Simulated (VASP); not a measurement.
# KZnF3 (Pm-3m) in VASP: single point with HSE06

Aim: the single point of KZnF3 with HSE06.

Everything below comes from runs of VASP 6.6.1. Logs are shortened: lines on timing, memory, paths and dates and some standing lists are left out, and cuts for length are marked.

### Step 1. The cell of the first run

Symmetry: Pm-3m, No. 221, cubic system. The conventional cell has a = 4.127 Å, b = 4.127 Å, c = 4.127 Å, α = 90.00°, β = 90.00°, γ = 90.00°. K (site symmetry m-3m) has 12 F at 2.92 Å and 8 Zn at 3.57 Å within 3.8 Å. Zn (site symmetry m-3m) has 6 F at 2.06 Å within 2.7 Å. F (site symmetry 4/mmm) has 2 Zn at 2.06 Å within 2.7 Å.

### Step 2. Single point, HSE06

File POSCAR:

```
KZnF3
1.0
    4.1273411201      0.0000000000      0.0000000000
    0.0000000000      4.1273411201      0.0000000000
    0.0000000000      0.0000000000      4.1273411201
K Zn F
1 1 3
Direct
    0.0000000000      0.0000000000      0.0000000000
    0.5000000000      0.5000000000      0.5000000000
    0.0000000000      0.5000000000      0.5000000000
    0.5000000000      0.0000000000      0.5000000000
    0.5000000000      0.5000000000      0.0000000000
```

File INCAR.step1:

```
SYSTEM = KZnF3
ALGO = Normal
EDIFF = 1E-5
ENCUT = 520
GGA = PE
ISIF = 2
ISMEAR = 0
LASPH = .True.
LCHARG = .False.
LREAL = .False.
LWAVE = .True.
NBANDS = 29
NELM = 100
PREC = Accurate
SIGMA = 0.02
```

File INCAR.step2:

```
SYSTEM = KZnF3
ALGO = Normal
EDIFF = 1E-6
ENCUT = 520
GGA = PE
HFSCREEN = 0.2079
ISIF = 2
ISMEAR = 0
ISTART = 1
LASPH = .True.
LCHARG = .False.
LHFCALC = .True.
LREAL = .False.
LWAVE = .False.
NBANDS = 29
NELM = 100
PREC = Accurate
PRECFOCK = Fast
SIGMA = 0.02
```

File KPOINTS:

```
k-points
0
Gamma
  4 4 4
  0 0 0
```

Potentials or basis: VASP PAW PBE potentials, release 64 (K_sv, Zn, F).

Started as:

```console
$ cat potpaw_PBE.64/K_sv/POTCAR potpaw_PBE.64/Zn/POTCAR potpaw_PBE.64/F/POTCAR > POTCAR
$ cp INCAR.step1 INCAR
$ mpirun -np 1 vasp_std > vasp.out
$ cp INCAR.step2 INCAR
$ mpirun -np 1 vasp_std > vasp.out
```

OUTCAR:

```text
SYSTEM = KZnF3
   EDIFF = 1E-6
   ENCUT = 520
   GGA = PE
   HFSCREEN = 0.2079
   ISIF = 2
   ISMEAR = 0
   ISTART = 1
   LASPH = .True.
   LHFCALC = .True.
   LREAL = .False.
   NELM = 100
   PREC = Accurate
   PRECFOCK = Fast

 ion  position               nearest neighbor table
   1  0.000  0.000  0.000-
   2  0.500  0.500  0.500-   3 2.06   4 2.06   5 2.06   5 2.06   4 2.06   3 2.06
   3  0.000  0.500  0.500-   2 2.06   2 2.06
   4  0.500  0.000  0.500-   2 2.06   2 2.06
   5  0.500  0.500  0.000-   2 2.06   2 2.06

  LATTYP: Found a simple cubic cell.
 ALAT       =     4.1273411201

  Lattice vectors:

 A1 = (   4.1273411201,   0.0000000000,   0.0000000000)
 A2 = (   0.0000000000,   4.1273411201,   0.0000000000)
 A3 = (   0.0000000000,   0.0000000000,   4.1273411201)

Analysis of symmetry for initial positions (statically):
=====================================================================
 Subroutine PRICEL returns:
 Original cell was already a primitive cell.

 Routine SETGRP: Setting up the symmetry group for a
 simple cubic supercell.

 Subroutine GETGRP returns: Found 48 space group operations
 (whereof 48 operations were pure point group operations)
 out of a pool of 48 trial point group operations.

The static configuration has the point symmetry O_h .

Analysis of symmetry for dynamics (positions and initial velocities):
=====================================================================
 Subroutine PRICEL returns:
 Original cell was already a primitive cell.

 Routine SETGRP: Setting up the symmetry group for a
 simple cubic supercell.

 Subroutine GETGRP returns: Found 48 space group operations
 (whereof 48 operations were pure point group operations)
 out of a pool of 48 trial point group operations.

The dynamic configuration has the point symmetry O_h .

 Subroutine INISYM returns: Found 48 space group operations
 (whereof 48 operations are pure point group operations),
 and found     1 'primitive' translations

----------------------------------------------------------------------------------------

                                     Primitive cell

  volume of cell :      70.3090

  direct lattice vectors                    reciprocal lattice vectors
     4.127341120  0.000000000  0.000000000     0.242286734  0.000000000  0.000000000
     0.000000000  4.127341120  0.000000000     0.000000000  0.242286734  0.000000000
     0.000000000  0.000000000  4.127341120     0.000000000  0.000000000  0.242286734

  length of vectors
     4.127341120  4.127341120  4.127341120     0.242286734  0.242286734  0.242286734

  position of ions in fractional coordinates (direct lattice)
     0.000000000  0.000000000  0.000000000
     0.500000000  0.500000000  0.500000000
     0.000000000  0.500000000  0.500000000
     0.500000000  0.000000000  0.500000000
     0.500000000  0.500000000  0.000000000

  ion indices of the primitive-cell ions
   primitive index   ion index
                 1           1
                 2           2
                 3           3
                 4           4
                 5           5

----------------------------------------------------------------------------------------

 KPOINTS: k-points

Automatic generation of k-mesh.
 Grid dimensions read from file:
 generate k-points for:    4    4    4

 Generating k-lattice:

  Cartesian coordinates                     Fractional coordinates (reciprocal lattice)
     0.060571683  0.000000000  0.000000000     0.250000000  0.000000000  0.000000000
     0.000000000  0.060571683  0.000000000     0.000000000  0.250000000  0.000000000
     0.000000000  0.000000000  0.060571683     0.000000000  0.000000000  0.250000000

  Length of vectors
     0.060571683  0.060571683  0.060571683

  Shift w.r.t. Gamma in fractional coordinates (k-lattice)
     0.000000000  0.000000000  0.000000000

 Subroutine IBZKPT returns following result:
 ===========================================

 Found     10 irreducible k-points:

 Following reciprocal coordinates:
            Coordinates               Weight
  0.000000  0.000000  0.000000      1.000000
  0.250000  0.000000  0.000000      6.000000
  0.500000  0.000000  0.000000      3.000000
  0.250000  0.250000  0.000000     12.000000
  0.500000  0.250000  0.000000     12.000000
  0.500000  0.500000  0.000000      3.000000
  0.250000  0.250000  0.250000      8.000000
  0.500000  0.250000  0.250000     12.000000
  0.500000  0.500000  0.250000      6.000000
  0.500000  0.500000  0.500000      1.000000
   k-points           NKPTS =     10   k-points in BZ     NKDIM =     64   number of bands    NBANDS=     29
   number of dos      NEDOS =    301   number of ions     NIONS =      5
   total plane-waves  NPLWV =  32768
   dimension x,y,z NGX =    32 NGY =   32 NGZ =   32
   dimension x,y,z NGXF=    64 NGYF=   64 NGZF=   64
   ions per type =               1   1   3
   NGX,Y,Z   is equivalent  to a cutoff of  12.89, 12.89, 12.89 a.u.
   NGXF,Y,Z  is equivalent  to a cutoff of  25.78, 25.78, 25.78 a.u.
 SYSTEM =  KZnF3
   PREC   = accura    normal or accurate (medium, high low for compatibility)
   ISTART =      1    job   : 0-new  1-cont  2-samecut
   ICHARG =      0    charge: 1-file 2-atom 10-const
   ISPIN  =      1    spin polarized calculation?
   LNONCOLLINEAR =      F non collinear calculations
   LSORBIT =      F    spin-orbit coupling
   LASPH  =      T    aspherical Exc in radial PAW
   ENCUT  =  520.0 eV  38.22 Ry    6.18 a.u.   7.67  7.67  7.67*2*pi/ulx,y,z
   NELM   =    100;   NELMIN=  2; NELMDL=  0     # of ELM steps
   EDIFF  = 0.1E-05   stopping-criterion for ELM
   LREAL  =      F    real-space projection
   EDIFFG = 0.1E-04   stopping-criterion for IOM
   NSW    =      0    number of steps for IOM
   IBRION =     -1    ionic relax: 0-MD 1-quasi-New 2-CG
   NFREE  =      0    steps in history (QN), initial steepest desc. (CG)
   ISIF   =      2    stress and relaxation
   ISYM   =      3    0-nonsym 1-usesym 2-fastsym
   POTIM  = 0.5000    time-step for ionic-motion
   TEBEG  =    0.0;   TEEND  =   0.0 temperature during run
   PSTRESS=    0.0 pullay stress
   NELECT =      42.0000    total number of electrons
   NUPDOWN=      -1.0000    fix difference up-down
   EMIN   =  10.00;   EMAX   =-10.00  energy-range for DOS
   EFERMI =   0.00;   METHOD = LEGACY
   ISMEAR =     0;   SIGMA  =   0.02  broadening in eV -4-tet -1-fermi 0-gaus
   EFERMI_NEDOS =   21; number of points for ismear=-14 and -15
   IALGO  =     38    algorithm
   IMIX   =      1    mixing-type and parameters
     AMIX     =   0.40;   BMIX     =  1.00
     AMIX_MAG =   1.60;   BMIX_MAG =  1.00
  volume/ion in A,a.u.               =      14.06        94.89
  Fermi-wavevector in a.u.,A,eV,Ry     =   1.378756  2.605472 25.864259  1.900969
  Thomas-Fermi vector in A             =   2.503789
   LORBIT       =      0    0 simple, 1 ext, 2 COOP (PROOUT), +10 PAW based schemes
   GGA     = PE    functional components
   LHFCALC =     T    Hartree Fock is set to
   PRECFOCK=fast      Normal, Fast or Accurate (Low or Medium for compatibility)
   ENCUT4O =  -1.0   cutoff for four orbital integrals eV
   NKREDX  =     1    reduce k-point grid by
   NKREDY  =     1    reduce k-point grid by
   NKREDZ  =     1    reduce k-point grid by
   AEXX    =    0.2500 exact exchange contribution
   HFSCREEN=    0.2079 screening length (either q_TF or 0.3 A-1)
   HFSCREENC=   0.2079 screening length for correlation (either q_TF or 0.3 A-1)
   ENCUTFOCK=  -1.0 apply spherical cutoff to Coloumb kernel
   IVDW    =     0    specifies the selected vdW correction
   LEPSILON=     F    determine dielectric tensor
   LRPA    =     F    only Hartree local field effects (RPA)
 non-spin polarized calculation
 Gauss-broadening in eV      SIGMA  =   0.02
  energy-cutoff  :      520.00
  volume of cell :       70.31
 maximum number of plane-waves:      1924
 NGX is ok and might be reduce to    32
  NGX = 18; NGY = 18; NGZ = 18

 number of electron      41.9999991 magnetization

 Free energy of the ion-electron system (eV)
  ---------------------------------------------------
  ext. energy  EPLUGINS =         0.00000000
  ---------------------------------------------------
  free energy    TOTEN  =       -25.63922057 eV

  energy without entropy =      -25.63922057  energy(sigma->0) =      -25.63922057

 E-fermi :  -2.9286     XC(G=0):  -7.8693

 val. band max:       -3.0258178037   @ k =   0.5000   0.5000   0.5000
 cond. band min:       3.0215749014   @ k =   0.0000   0.0000   0.0000
 fundamental gap:      6.0473927052
 Fermi energy:        -2.9285990587

 k-point     1 :       0.0000    0.0000    0.0000
  band No.  band energies     occupation
      1     -31.3519      2.00000
      2     -25.6770      2.00000
      3     -25.1156      2.00000
      4     -25.1156      2.00000
      5     -13.4839      2.00000
      6     -13.4839      2.00000
[... 21 lines left out ...]
     28      10.6419      0.00000
     29      13.4916      0.00000

 k-point     2 :       0.2500    0.0000    0.0000
  band No.  band energies     occupation
      1     -31.3434      2.00000
      2     -25.6135      2.00000
      3     -25.1714      2.00000
      4     -25.1128      2.00000
      5     -13.4827      2.00000
      6     -13.4644      2.00000
[... 21 lines left out ...]
     28      10.8126      0.00000
     29      13.0716      0.00000

 k-point     3 :       0.5000    0.0000    0.0000
  band No.  band energies     occupation
      1     -31.3348      2.00000
      2     -25.5271      2.00000
      3     -25.2494      2.00000
      4     -25.1097      2.00000
      5     -13.4813      2.00000
      6     -13.4447      2.00000
[... 190 lines left out ...]
      5     -13.5811      2.00000
      6     -13.5811      2.00000
[... 21 lines left out ...]
     28      11.8825      0.00000
     29      11.8825      0.00000

 k-point    10 :       0.5000    0.5000    0.5000
  band No.  band energies     occupation
      1     -31.3136      2.00000
      2     -25.2477      2.00000
      3     -25.2477      2.00000
      4     -25.2477      2.00000
      5     -13.6207      2.00000
      6     -13.6207      2.00000
[... 21 lines left out ...]
     28      12.2435      0.00000
     29      12.6201      0.00000

------------------------ aborting loop because EDIFF is reached ----------------------------------------

  FORCE on cell =-STRESS in cart. coord.  units (eV):
  Direction    XX          YY          ZZ          XY          YZ          ZX
  --------------------------------------------------------------------------------------
  -------------------------------------------------------------------------------------
  Total       -0.9222675     -0.9222675     -0.9222675      0.0000000     -0.0000000      0.0000000
  in kB      -21.0163070    -21.0163070    -21.0163070      0.0000000     -0.0000000      0.0000000
  external PRESSURE =     -21.0163070 kB  Pullay stress =       0.0000000 kB

 VOLUME and BASIS-vectors are now :
 -----------------------------------------------------------------------------
  energy-cutoff  :      520.00
  volume of cell :       70.31
      direct lattice vectors                 reciprocal lattice vectors
     4.127341120  0.000000000  0.000000000     0.242286734  0.000000000  0.000000000
     0.000000000  4.127341120  0.000000000     0.000000000  0.242286734  0.000000000
     0.000000000  0.000000000  4.127341120     0.000000000  0.000000000  0.242286734

 POSITION                                       TOTAL-FORCE (eV/Angst)
 -----------------------------------------------------------------------------------
      0.00000      0.00000      0.00000         0.000000      0.000000      0.000000
      2.06367      2.06367      2.06367         0.000000      0.000000      0.000000
      0.00000      2.06367      2.06367         0.000000      0.000000      0.000000
      2.06367      0.00000      2.06367         0.000000      0.000000      0.000000
      2.06367      2.06367      0.00000         0.000000      0.000000      0.000000
 -----------------------------------------------------------------------------------
    total drift:                                0.000001      0.000001      0.000001

  FREE ENERGIE OF THE ION-ELECTRON SYSTEM (eV)
  ---------------------------------------------------
  free  energy   TOTEN  =       -25.6392205695 eV

  energy  without entropy=      -25.6392205695  energy(sigma->0) =      -25.63922057
```

Wall time 11 min (1 thread of Intel Xeon 6975P-C (Granite Rapids), shared host); peak memory 0.3 GiB.

Results:

```
Free energy            : -25.6392 eV
Pressure               : -2.1 GPa
Band gap on the k mesh : 6.05 eV (least direct gap 7.51 eV)
```

Caveat: the PAW data sets were made with another functional, which shifts forces and pressure a little. A k mesh can miss the band edges.
